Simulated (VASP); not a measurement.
A run of VASP 6.6.1 is set up as follows.

File INCAR:

```
ALGO     = Normal         # electronic algorithm
EDIFF    = 1E-6           # SCF threshold, eV
ENCUT    = 520            # plane-wave cutoff, eV
GGA      = PS             # functional
ISIF     = 2              # what is computed and relaxed
ISMEAR   = -1             # smearing method
LASPH    = True           # aspherical terms in the spheres
LCHARG   = False          # write CHGCAR
LREAL    = False          # projectors in reciprocal space
LWAVE    = False          # write WAVECAR
NBANDS   = 14             # bands
NELM     = 100            # most SCF steps
PREC     = Accurate       # precision mode
SIGMA    = 0.02           # smearing width, eV
```

Contents of KPOINTS:

```
k-points
0
Gamma
  8 8 8
```

The input POSCAR:

```
NaCl
1.0
    0.0000000000      2.7992469127      2.7992469127
    2.7992469127      0.0000000000      2.7992469127
    2.7992469127      2.7992469127      0.0000000000
Na Cl
1 1
Direct
    0.0000000000      0.0000000000      0.0000000000
    0.5000000000      0.5000000000      0.5000000000
```

Potentials or basis: VASP PAW PBE potentials, release 64 (Na_pv, Cl).

Launch:

```console
$ cat potpaw_PBE.64/Na_pv/POTCAR potpaw_PBE.64/Cl/POTCAR > POTCAR
$ mpirun -np 1 vasp_std > vasp.out
```

Problem. Estimate the pressure.

Solution. 0.1 GPa.

Problem. Estimate the band gap on the k mesh.

Solution. 5.01 eV, direct.

Caveat: the PAW data sets were made with another functional, which shifts forces and pressure a little.
